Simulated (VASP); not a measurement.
Crystal: ZnS.

```
Zn S
1.0
     0.00000    2.70200    2.70200
     2.70200    0.00000    2.70200
     2.70200    2.70200    0.00000
Zn S
1 1
Direct
  0.75000 0.75000 0.75000
  0.00000 0.00000 0.00000
```

Base run:

- Program: VASP 6.6.1
- Functional: PBE-based screened hybrid with 50 % exact exchange
- Potentials or basis: VASP PAW PBE potentials, release 64 (Zn, S)
- Cutoff: 520 eV
- k mesh: 5 × 5 × 5
- Occupations: fermi-dirac, width 0.05 eV
- Spin: no spin polarisation

Its results: band gap on the k mesh 4.65 eV; pressure 0.3 GPa.

**Question.** The run is repeated on the same cell with these changes: functional from PBE-based screened hybrid with 50 % exact exchange to PBE-based global hybrid with 15 % exact exchange; share of exact exchange from 0.5 to 0.15. What comes out?

**Answer.** Band gap on the k mesh 3.25 eV; pressure 1.1 GPa.

Caveats: the PAW data sets were made with another functional, which shifts forces and pressure a little.

